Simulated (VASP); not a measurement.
A run of VASP 6.6.1 is set up as follows.

File INCAR:

```
SYSTEM = Y3LuO2
PREC = Accurate
ENCUT = 600
EDIFF = 1E-6
ISMEAR = 0
SIGMA = 0.1
LREAL = .FALSE.
LASPH = .TRUE.
NELM = 60
ALGO = Normal
ISIF = 3
LWAVE = .FALSE.
LCHARG = .FALSE.
GGA = PE
IBRION = 2
NSW = 100
EDIFFG = -0.01
```

The input KPOINTS:

```
regular mesh
0
G
  6 6 8
  0 0 0
```

Contents of POSCAR:

```
Y3LuO2
1.0
    6.9125087951      0.0000000000      0.0000000000
   -3.4562543976      5.9864082205      0.0000000000
    0.0000000000      0.0000000000      5.3340423936
Y Lu O
3 1 2
Direct
    0.5000000000      0.0000000000      0.5000000000
    0.0000000000      0.5000000000      0.5000000000
    0.5000000000      0.5000000000      0.5000000000
    0.0000000000      0.0000000000      0.5000000000
    0.0000000000      0.0000000000      0.1260837227
    0.0000000000      0.0000000000      0.8739162773
```

Potentials or basis: VASP PAW PBE potentials, release 64 (Y_sv, Lu, O).

Launch:

```console
$ cat potpaw_PBE.64/Y_sv/POTCAR potpaw_PBE.64/Lu/POTCAR potpaw_PBE.64/O/POTCAR > POTCAR
$ mpirun -np 1 vasp_std > vasp.out
```

**Question.** What does it give for the relaxed volume?

**Answer.** 37.00 Å³/atom.

**Question.** What does it give for the band gap on the k mesh?

**Answer.** Zero (bands 35 and 36 overlap by 0.40 eV).

**Question.** What does it give for the relaxed cell?

**Answer.** a = 6.916 Å, b = 6.916 Å, c = 5.359 Å, α = 90.00°, β = 90.00°, γ = 120.00°.

Final structure:
```cif
data_structure
_symmetry_space_group_name_H-M 'P 1'
_symmetry_Int_Tables_number 1
_cell_length_a 6.9162
_cell_length_b 6.9162
_cell_length_c 5.3591
_cell_angle_alpha 90.000
_cell_angle_beta 90.000
_cell_angle_gamma 120.000
_cell_volume 222.00
loop_
_atom_site_label
_atom_site_type_symbol
_atom_site_fract_x
_atom_site_fract_y
_atom_site_fract_z
_atom_site_occupancy
Y1 Y 0.50000 0.00000 0.50000 1
Y2 Y 0.00000 0.50000 0.50000 1
Y3 Y 0.50000 0.50000 0.50000 1
Lu1 Lu 0.00000 0.00000 0.50000 1
O1 O 0.00000 0.00000 0.12628 1
O2 O 0.00000 0.00000 0.87372 1
```

Caveat: spin-orbit coupling is left out, which moves the levels of the heavy elements.
